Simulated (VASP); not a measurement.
Wanted: the native input for a VASP 6.6.1 run.

```
Task                   : single point
Functional             : PBE
Potentials or basis    : VASP PAW PBE potentials, release 64 (O, H, Cl)
Cutoff                 : 520 eV
k mesh                 : 1 × 1 × 1
Occupations            : fermi-dirac, width 0.02 eV
Spin                   : no spin polarisation
Dipole correction      : no
Further INCAR settings : LREAL = Auto; ALGO = Normal; EDIFF = 1e-06; NBANDS = 55
```

The structure of H17ClO8 lies in POSCAR:

```
H17ClO8
1.0
    6.6267050000      0.0000000000      0.0000000000
    0.0000000000      6.6267050000      0.0000000000
    0.0000000000      0.0000000000      6.6267050000
O H Cl
8 17 1
Direct
    0.0729623546      0.4886289642      0.0661565590
    0.6456149776      0.2080219355      0.4781410973
    0.2905969105      1.1793493146      1.1252047586
    0.3839313807      0.0405178743      0.7955839290
    0.8250103181      0.8194570303      0.8051361876
    0.5668578879      0.7098852295      0.2344000525
    0.7129787730      0.3490422465      0.9802911100
   -0.0653869457      0.5096046980      0.5512845373
   -0.0299545551      0.4850827070     -0.0627310254
    0.1422426379      0.6122047081      0.0788023611
    0.7515348880      0.1883288905      0.3799022289
    0.5990609209      0.3492384224      0.4683775723
    0.1947423342      1.3075427381      1.0830571151
    0.3252596879      1.0794655866      1.0003915973
    0.3211550839     -0.0643758851      0.7210823479
    0.5085634565      0.0678315996      0.7171286484
    0.9742247467      0.8109007418      0.7858656753
    0.7753928989      0.8407345732      0.6670886964
    0.4920695881      0.7569070903      0.3476388341
    0.6786479857      0.7822439659      0.2213618986
    0.6942062458      0.4865615717      1.0331680677
    0.6869175556      0.2573979074      1.1016334664
    0.0291698514      0.5833517563      0.4476734667
   -0.0357040188      0.3657775622      0.5933869095
    0.2115983736      0.0607994471      0.1831075927
    0.1526248716     -0.1511610974      0.3952492227
```

The input as run:

INCAR

```
PREC = Accurate
ENCUT = 520
EDIFF = 1E-6
ISMEAR = -1
SIGMA = 0.02
LREAL = Auto
LASPH = T
NELM = 80
ALGO = Normal
ISIF = 2
LWAVE = F
LCHARG = F
GGA = PE
NBANDS = 55
```

KPOINTS

```
Automatic mesh
0
Gamma
  1 1 1
```

Potentials or basis: VASP PAW PBE potentials, release 64 (O, H, Cl).

The run is started by

```bash
$ cat potpaw_PBE.64/O/POTCAR potpaw_PBE.64/H/POTCAR potpaw_PBE.64/Cl/POTCAR > POTCAR
$ mpirun -np 1 vasp_gam > vasp.out
```

It gave:

* Pressure: 0.0 GPa
* Largest force: 5.725 eV/Å
* Band gap on the k mesh: 3.53 eV

Caveat: the k points lie up to 0.95 Å⁻¹ apart.

Run time: 18 s on 1 thread of Intel(R) Xeon(R) 6975P-C (Granite Rapids), with other jobs on the host, peak memory 0.32 GiB.
